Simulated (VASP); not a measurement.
A run of VASP 6.6.1 is set up as follows.

File INCAR:

```
SYSTEM = In2SbSe3
PREC = Accurate
ENCUT = 520
EDIFF = 1E-6
ISMEAR = 0
SIGMA = 0.1
LREAL = .FALSE.
LASPH = .TRUE.
NELM = 80
ALGO = Normal
ISIF = 2
LWAVE = .FALSE.
LCHARG = .FALSE.
GGA = PE
NBANDS = 34
```

File KPOINTS:

```
Automatic mesh
0
G
  6 6 6
  0 0 0
```

Contents of POSCAR:

```
In2SbSe3
1.0
    3.8675130454      2.2329096991      3.4204248026
   -3.8675130454      2.2329096991      3.4204248026
    0.0000000000     -4.4658193945      3.4204248051
In Sb Se
2 1 3
Direct
    0.8495259481      0.8495259481      0.8495259481
    0.1504740519      0.1504740519      0.1504740519
    0.5000000000      0.5000000000      0.5000000000
    0.5000000000      0.0000000000      0.5000000000
    0.5000000000      0.5000000000      0.0000000000
    0.0000000000      0.5000000000      0.5000000000
```

Potentials or basis: VASP PAW PBE potentials, release 64 (In_d, Sb, Se).

Command:

```console
$ cat potpaw_PBE.64/In_d/POTCAR potpaw_PBE.64/Sb/POTCAR potpaw_PBE.64/Se/POTCAR > POTCAR
$ mpirun -np 1 vasp_std > vasp.out
```

**Question.** Estimate the pressure.

**Answer.** 0.0 GPa.

**Question.** Estimate the band gap on the k mesh.

**Answer.** Zero (an odd number of electrons rules out a gap without spin polarisation).

Caveat: spin-orbit coupling is left out, which moves the levels of the heavy elements.
